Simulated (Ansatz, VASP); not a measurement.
# Ta: VASP beside Ansatz

```
Ta
1.0
     3.86158    0.00000    0.00000
    -1.93079    3.34423    0.00000
     0.00000    0.00000    4.38110
Ta
3
Cartesian
  0.8704 0.0000 1.4604
  -0.4352 0.7538 2.9207
  1.4956 2.5904 0.0000
```

Alike in both runs: task single point; functional PBE; k mesh 6 × 6 × 4; occupations gaussian, width 0.1 eV; no spin polarisation.

```csv
,VASP,Ansatz
version,VASP 6.6.1,Ansatz 0.2.0
potentials or method,"VASP PAW PBE potentials, release 64 (Ta_pv), cutoff 520 eV","scalar-relativistic, plane waves, PAW"
valence electrons in the cell,33,39
```

Ansatz gave:

- gap on the k mesh at the Fermi level (eV): none
- rms of the force components (eV/Å): 6.986

Task: What did VASP give for the same quantities?

Result: gap on the k mesh at the Fermi level (eV): none; rms of the force components (eV/Å): 7.115.

Atom by atom the forces differ by 0.129 eV/Å (rms over components). A gap of «none» marks a metal or a gap that the smearing closes. VASP's potentials hold 33 valence electrons a cell and Ansatz's 39, so a difference there can come from the potentials and not from the codes.

Spin-orbit coupling is off throughout.
